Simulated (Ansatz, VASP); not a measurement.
# One calculation of TiSi2, two programs

The input INCAR:

```
PREC = Accurate
ENCUT = 520
EDIFF = 1E-6
ISMEAR = 0
SIGMA = 0.15
LREAL = F
LASPH = T
NELM = 60
ALGO = Normal
ISIF = 2
LWAVE = F
LCHARG = F
GGA = PE
NBANDS = 29
```

Contents of KPOINTS:

```
regular mesh
0
Gamma
  14 14 14
```

File POSCAR:

```
TiSi2
1.0
    0.0000000000      4.0684729906      4.4210877539
    2.3650900510      0.0000000000      4.4210877539
    2.3650900510      4.0684729906      0.0000000000
Ti Si
2 4
Direct
    0.7500000000      0.7500000000      0.7500000000
    0.5000000000      0.5000000000      0.5000000000
    0.0868244589      0.4131755411      0.0868244589
    0.4131755411      0.0868244589      0.4131755411
    0.1631755411      0.8368244589      0.1631755411
    0.8368244589      0.1631755411      0.8368244589
```

Input for Ansatz:

```yaml
crystal:
  lattice:
    - [0.0, 4.0684729906, 4.4210877539]
    - [2.365090051, 0.0, 4.4210877539]
    - [2.365090051, 4.0684729906, 0.0]
  atoms:
    - { symbol: Ti, position: [0.75, 0.75, 0.75] }
    - { symbol: Ti, position: [0.5, 0.5, 0.5] }
    - { symbol: Si, position: [0.0868244589, 0.4131755411, 0.0868244589] }
    - { symbol: Si, position: [0.4131755411, 0.0868244589, 0.4131755411] }
    - { symbol: Si, position: [0.1631755411, 0.8368244589, 0.1631755411] }
    - { symbol: Si, position: [0.8368244589, 0.1631755411, 0.8368244589] }
basis:
  ecutwfc: 420
kpoints:
  mp_grid: { grid: [14, 14, 14] }
hamiltonian:
  xc: pbe
scf:
  occupations: { method: gaussian, width: 0.15 }
output:
  forces: true
  stress: true
  eigenvalues: true
```

Alike in both runs: task single point; functional PBE; k mesh 14 × 14 × 14; occupations gaussian, width 0.15 eV; no spin polarisation.

|  | VASP | Ansatz |
| --- | --- | --- |
| version | VASP 6.6.1 | Ansatz 0.2.0 |
| potentials or method | VASP PAW PBE potentials, release 64 (Ti_sv, Si), cutoff 520 eV | scalar-relativistic, plane waves, PAW |
| valence electrons in the cell | 40 | 40 |

```tsv
	VASP	Ansatz	Ansatz less VASP
gap on the k mesh at the Fermi level (eV)	none	none	-
pressure (GPa)	-0.7	-0.7	0.00
traceless stress, the component that is largest in VASP (GPa)	-9.50	-9.50	-0.003
rms of the force components (eV/Å)	0.036	0.036	0.0000
```

Atom by atom the forces differ by 0.000 eV/Å (rms over components). A gap of «none» marks a metal or a gap that the smearing closes.
